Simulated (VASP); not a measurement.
# C (P-1) in VASP: notebook

Runs on C. Level: LDA. Tasks: single point.

Everything below comes from runs of VASP 6.6.1. Logs are shortened: lines on timing, memory, paths and dates and some standing lists are left out, and cuts for length are marked.

### Step 1. The cell of the first run

The typed cell holds 12 atoms: a = 2.522 Å, b = 2.522 Å, c = 12.366 Å, α = 88.83°, β = 87.66°, γ = 60.00°.

### Step 2. Single point, LDA (the part above a cut slid along it)

INCAR reads:

```
PREC = Accurate
ENCUT = 520
EDIFF = 1E-7
ISMEAR = 0
SIGMA = 0.05
LREAL = False
LASPH = True
NELM = 60
ALGO = Normal
ISIF = 2
LWAVE = False
LCHARG = True
GGA = CA
LELF = True
LVHAR = True
NBANDS = 36
```

KPOINTS reads:

```
regular mesh
0
Gamma
  10 10 2
```

POSCAR reads:

```
C
1.0
    1.7834000000     -1.7834000000      0.0000000000
    1.7834000000      0.0000000000     -1.7834000000
    7.4902800000      6.7769200000      7.1336000000
C
12
Direct
    0.6124933333      0.6666666667      0.2708666667
   -0.0208400000      0.0000000000      0.1042000000
    0.2458266667      0.3333333333      0.4375333333
    0.5124933333      0.6666666667      0.7708666667
    0.8791600000      1.0000000000      0.6042000000
    0.1458266667      0.3333333333      0.9375333333
    0.5874933333      0.6666666667      0.3958666667
    0.9541600000      1.0000000000      0.2292000000
    0.2208266667      0.3333333333      0.5625333333
    0.4874933333      0.6666666667      0.8958666667
   -0.1458400000      0.0000000000      0.7292000000
    0.3208266667      0.3333333333      0.0625333333
```

Potentials or basis: VASP PAW LDA potentials, release 64 (C).

Run with:

```console
$ cat potpaw_LDA.64/C/POTCAR > POTCAR
$ mpirun -np 1 vasp_std > vasp.out
```

OUTCAR:

```text
PREC = Accurate
   ENCUT = 520
   EDIFF = 1E-7
   ISMEAR = 0
   LREAL = False
   LASPH = True
   NELM = 60
   ISIF = 2
   GGA = CA

 ion  position               nearest neighbor table
   1  0.612  0.667  0.271-   7 1.54   8 1.54   8 1.54   8 1.54
   2  0.979  0.000  0.104-   8 1.54  12 1.54  12 1.54  12 1.54
   3  0.246  0.333  0.438-   7 1.54   7 1.54   7 1.54   9 1.54
   4  0.512  0.667  0.771-  10 1.54  11 1.54  11 1.54  11 1.54
   5  0.879  0.000  0.604-  11 1.54   9 1.54   9 1.54   9 1.54
   6  0.146  0.333  0.938-  10 1.54  10 1.54  10 1.54  12 1.62
   7  0.587  0.667  0.396-   3 1.54   3 1.54   3 1.54   1 1.54
   8  0.954  0.000  0.229-   2 1.54   1 1.54   1 1.54   1 1.54
   9  0.221  0.333  0.563-   3 1.54   5 1.54   5 1.54   5 1.54
  10  0.487  0.667  0.896-   6 1.54   6 1.54   6 1.54   4 1.54
  11  0.854  0.000  0.729-   5 1.54   4 1.54   4 1.54   4 1.54
  12  0.321  0.333  0.063-   2 1.54   2 1.54   2 1.54   6 1.62

  LATTYP: Found a base centered monoclinic cell.
 ALAT       =     2.5221084671
 B/A-ratio  =     1.7320508076
 C/A-ratio  =     4.9030602689
 COS(beta)  =    -0.0407908508

  Lattice vectors:

 A1 = (   0.0000000000,   1.7834000000,  -1.7834000000)
 A2 = (  -1.7834000000,   0.0000000000,   1.7834000000)
 A3 = (   7.4902800000,   6.7769200000,   7.1336000000)

Analysis of symmetry for initial positions (statically):
=====================================================================
 Subroutine PRICEL returns:
 Original cell was already a primitive cell.

 Routine SETGRP: Setting up the symmetry group for a
 base centered monoclinic supercell.

 Subroutine GETGRP returns: Found  2 space group operations
 (whereof  1 operations were pure point group operations)
 out of a pool of  4 trial point group operations.

The static configuration has the point symmetry C_1 .
 The point group associated with its full space group is S_2 .

Analysis of symmetry for dynamics (positions and initial velocities):
=====================================================================
 Subroutine PRICEL returns:
 Original cell was already a primitive cell.

 Routine SETGRP: Setting up the symmetry group for a
 base centered monoclinic supercell.

 Subroutine GETGRP returns: Found  2 space group operations
 (whereof  1 operations were pure point group operations)
[... 131 lines left out ...]
   POTIM  = 0.5000    time-step for ionic-motion
   TEBEG  =    0.0;   TEEND  =   0.0 temperature during run
   PSTRESS=    0.0 pullay stress
   NELECT =      48.0000    total number of electrons
   NUPDOWN=      -1.0000    fix difference up-down
   EMIN   =  10.00;   EMAX   =-10.00  energy-range for DOS
   EFERMI =   0.00;   METHOD = LEGACY
   ISMEAR =     0;   SIGMA  =   0.05  broadening in eV -4-tet -1-fermi 0-gaus
   EFERMI_NEDOS =   21; number of points for ismear=-14 and -15
   IALGO  =     38    algorithm
   IMIX   =      4    mixing-type and parameters
     AMIX     =   0.40;   BMIX     =  1.00
     AMIX_MAG =   1.60;   BMIX_MAG =  1.00
  volume/ion in A,a.u.               =       5.67        38.28
  Fermi-wavevector in a.u.,A,eV,Ry     =   1.457178  2.753668 28.890189  2.123369
  Thomas-Fermi vector in A             =   2.574010
   LORBIT       =      0    0 simple, 1 ext, 2 COOP (PROOUT), +10 PAW based schemes
   GGA     = CA    functional components
   LHFCALC =     F    Hartree Fock is set to
   AEXX    =    0.0000 exact exchange contribution
   IVDW    =     0    specifies the selected vdW correction
   LEPSILON=     F    determine dielectric tensor
   LRPA    =     F    only Hartree local field effects (RPA)
 non-spin polarized calculation
 Gauss-broadening in eV      SIGMA  =   0.05
  energy-cutoff  :      520.00
  volume of cell :       68.07
 maximum number of plane-waves:      1849
   NGX =  9   NGY =  9   NGZ = 45

 number of electron      47.9999993 magnetization

 Free energy of the ion-electron system (eV)
  ---------------------------------------------------
  ext. energy  EPLUGINS =         0.00000000
  ---------------------------------------------------
  free energy    TOTEN  =      -120.39242152 eV

  energy without entropy =     -120.39242152  energy(sigma->0) =     -120.39242152

 E-fermi :  10.4483     XC(G=0): -13.5082

 val. band max:       10.1500476039   @ k =   0.0000   0.0000   0.0000
 cond. band min:      12.7377355422   @ k =   0.5000   0.0000   0.0000
 fundamental gap:      2.5876879384
 Fermi energy:        10.4482988425

 k-point     1 :       0.0000    0.0000    0.0000
  band No.  band energies     occupation
      1     -11.5863      2.00000
      2     -10.8192      2.00000
      3     -10.8180      2.00000
      4      -8.5829      2.00000
      5      -8.5467      2.00000
      6      -5.7568      2.00000
[... 925 lines left out ...]
     35      19.2519      0.00000
     36      20.0870      0.00000

 [... further k-points ...]

------------------------ aborting loop because EDIFF is reached ----------------------------------------

  FORCE on cell =-STRESS in cart. coord.  units (eV):
  Direction    XX          YY          ZZ          XY          YZ          ZX
  --------------------------------------------------------------------------------------
  -------------------------------------------------------------------------------------
  Total      -11.7321653      0.5663625     -3.4836453      0.8818981      4.0741489     -2.9090612
  in kB     -276.1602851     13.3314538    -82.0005910     20.7587622     95.9002958    -68.4756088
  external PRESSURE =    -114.9431408 kB  Pullay stress =       0.0000000 kB

 VOLUME and BASIS-vectors are now :
 -----------------------------------------------------------------------------
  energy-cutoff  :      520.00
  volume of cell :       68.07
      direct lattice vectors                 reciprocal lattice vectors
     1.783400000 -1.783400000  0.000000000     0.177563456 -0.383163246  0.177563456
     1.783400000  0.000000000 -1.783400000     0.186908901  0.186908901 -0.373817801
     7.490280000  6.776920000  7.133600000     0.046727225  0.046727225  0.046727225

 POSITION                                       TOTAL-FORCE (eV/Angst)
 -----------------------------------------------------------------------------------
      4.31012      0.74332      0.74332         0.002069     -0.011031      0.000648
      2.52672     -1.04008      0.74332         0.026292      0.000013      0.287615
      4.31012      2.52672      2.52672         0.002855     -0.004251     -0.000849
      7.87692      4.31012      4.31012         0.222930     -0.302984     -0.095058
      6.09352      2.52672      4.31012         0.024075     -0.028635     -0.005759
      7.87692      6.09352      6.09352         2.343364     -2.642054     -0.113365
      5.20182      1.63502      1.63502        -0.024075      0.028635      0.005759
      3.41842     -0.14838      1.63502        -0.222930      0.302984      0.095058
      5.20182      3.41842      3.41842        -0.002855      0.004251      0.000849
      8.76862      5.20182      5.20182        -0.026292     -0.000013     -0.287615
      6.98522      3.41842      5.20182        -0.002069      0.011031     -0.000648
      1.63502     -0.14838     -0.14838        -2.343364      2.642054      0.113365
 -----------------------------------------------------------------------------------
    total drift:                               -0.000010     -0.000005     -0.000005

  FREE ENERGIE OF THE ION-ELECTRON SYSTEM (eV)
  ---------------------------------------------------
  free  energy   TOTEN  =      -120.3924215171 eV

  energy  without entropy=     -120.3924215171  energy(sigma->0) =     -120.39242152
```

stdout:

```text
POSCAR found type information on POSCAR C
 POSCAR found :  1 types and      12 ions
 scaLAPACK will be used
 LDA part: xc-table for (Slater(with rela. corr.)+CA(PZ))
 , standard interpolation
 POSCAR, INCAR and KPOINTS ok, starting setup
 FFT: planning ... GRIDC
 FFT: planning ... GRID_SOFT
 FFT: planning ... GRID
 WAVECAR not read
 entering main loop
```

Run time: 4.2 min. Hardware: 1 thread of AMD EPYC 7R13, shared host; peak memory 0.27 GiB.

Results:

```
Free energy            : -120.3924 eV
Pressure               : -11.5 GPa
Largest force          : 3.533 eV/Å
Band gap on the k mesh : 2.59 eV (least direct gap 4.59 eV)
```

Forces in eV/Å, atoms in the order of the input:
```
C    0.002 -0.011  0.001
C    0.026  0.000  0.288
C    0.003 -0.004 -0.001
C    0.223 -0.303 -0.095
C    0.024 -0.029 -0.006
C    2.343 -2.642 -0.113
C   -0.024  0.029  0.006
C   -0.223  0.303  0.095
C   -0.003  0.004  0.001
C   -0.026  0.000 -0.288
C   -0.002  0.011 -0.001
C   -2.343  2.642  0.113
```

Stress tensor (GPa, compression positive):
```
-27.62   2.08  -6.85
  2.08   1.33   9.59
 -6.85   9.59  -8.20
```

Levels at points of the mesh, in eV from the valence-band top:
```
           k point  band 22  band 23  band 24  band 25  band 26  band 27
(0.00, 0.00, 0.00)    -0.67    -0.49     0.00     4.87     5.19     5.31
(0.50, 0.00, 0.00)    -4.34    -3.33    -2.31     2.59     4.33     4.74
(0.50, 0.50, 0.00)    -4.33    -3.46    -3.17     4.31     4.51     4.85
(0.00, 0.50, 0.00)    -4.25    -3.48    -2.73     4.20     4.40     4.77
(0.00, 0.00, 0.50)    -0.71    -0.67    -0.60     5.20     5.29     5.53
(0.50, 0.00, 0.50)    -3.76    -3.53    -2.54     2.79     4.34     4.56
(0.50, 0.50, 0.50)    -3.92    -3.56    -3.53     4.36     4.40     5.22
(0.00, 0.50, 0.50)    -3.84    -3.51    -3.04     4.31     4.52     5.13
```

Caveat: the cell differs from its parent crystal (the part above a cut slid along it); the stress differs along the axes, from -28 to 1 GPa; forces of over 1 eV/Å act on the atoms, so gaps and moduli don't describe the material at rest. A k mesh can miss the band edges.

### Step 3. Single point, LDA (the part above a cut slid along it)

INCAR reads:

```
SYSTEM = C
  PREC = Accurate
  ENCUT = 520
  EDIFF = 1E-7
  ISMEAR = 0
  SIGMA = 0.05
  LREAL = .FALSE.
  LASPH = .TRUE.
  NELM = 80
  ALGO = Normal
  ISIF = 2
  LWAVE = .FALSE.
  LCHARG = .FALSE.
  GGA = CA
  NBANDS = 36
```

KPOINTS reads:

```
Automatic mesh
0
G
  10 10 2
  0 0 0
```

POSCAR reads:

```
C
1.0
    1.7834000000     -1.7834000000      0.0000000000
    1.7834000000      0.0000000000     -1.7834000000
    7.3119400000      6.9552600000      7.1336000000
C
12
Direct
    0.6395800000      0.6666666667      0.2708666667
   -0.0104200000      0.0000000000      0.1042000000
    0.2895800000      0.3333333333      0.4375333333
    0.5895800000      0.6666666667      0.7708666667
    0.9395800000      1.0000000000      0.6042000000
    0.2395800000      0.3333333333      0.9375333333
    0.6270800000      0.6666666667      0.3958666667
    0.9770800000      1.0000000000      0.2292000000
    0.2770800000      0.3333333333      0.5625333333
    0.5770800000      0.6666666667      0.8958666667
   -0.0729200000      0.0000000000      0.7292000000
    0.3270800000      0.3333333333      0.0625333333
```

Potentials or basis: VASP PAW LDA potentials, release 64 (C).

Run with:

```console
$ cat potpaw_LDA.64/C/POTCAR > POTCAR
$ mpirun -np 1 vasp_std > vasp.out
```

It took 4.4 min on 1 thread of AMD EPYC 7R13, shared host; peak memory 0.27 GiB.

It converged, with:

- Free energy: -121.1515 eV
- Pressure: -11.7 GPa
- Largest force: 1.846 eV/Å
- Band gap on the k mesh: 3.61 eV

Forces in eV/Å, atoms in the order of the input:
```
C    0.002 -0.005  0.000
C    0.015 -0.006  0.080
C    0.002 -0.002  0.000
C    0.131 -0.153 -0.024
C    0.013 -0.014 -0.002
C    1.299 -1.311  0.005
C   -0.013  0.014  0.002
C   -0.131  0.153  0.024
C   -0.002  0.002  0.000
C   -0.015  0.006 -0.080
C   -0.002  0.005  0.000
C   -1.299  1.311 -0.005
```

Stress tensor (GPa, compression positive):
```
-19.73   0.50  -4.04
  0.50  -4.49   4.60
 -4.04   4.60 -10.80
```

Levels at points of the mesh, in eV from the valence-band top:
| k point | band 21 | band 22 | band 23 | band 24 | band 25 | band 26 | band 27 | band 28 |
| --- | --- | --- | --- | --- | --- | --- | --- | --- |
| (0.00, 0.00, 0.00) | -1.19 | -0.39 | -0.24 | 0.00 | 5.21 | 5.34 | 5.42 | 6.42 |
| (0.50, 0.00, 0.00) | -4.18 | -4.17 | -3.07 | -2.68 | 3.88 | 4.50 | 4.96 | 5.00 |
| (0.50, 0.50, 0.00) | -4.20 | -4.16 | -3.18 | -2.98 | 4.49 | 4.71 | 5.01 | 5.09 |
| (0.00, 0.50, 0.00) | -4.21 | -4.15 | -3.18 | -2.77 | 4.47 | 4.53 | 4.99 | 5.06 |
| (0.00, 0.00, 0.50) | -0.65 | -0.54 | -0.52 | -0.45 | 5.57 | 5.67 | 5.74 | 5.90 |
| (0.50, 0.00, 0.50) | -3.60 | -3.52 | -3.35 | -3.06 | 4.14 | 4.51 | 4.97 | 5.59 |
| (0.50, 0.50, 0.50) | -3.94 | -3.68 | -3.35 | -3.35 | 4.52 | 4.57 | 5.65 | 5.69 |
| (0.00, 0.50, 0.50) | -3.83 | -3.64 | -3.35 | -3.13 | 4.50 | 4.57 | 5.58 | 5.63 |

Caveat: the cell differs from its parent crystal (the part above a cut slid along it); the stress differs along the axes, from -20 to -4 GPa; forces of over 1 eV/Å act on the atoms, so gaps and moduli don't describe the material at rest.
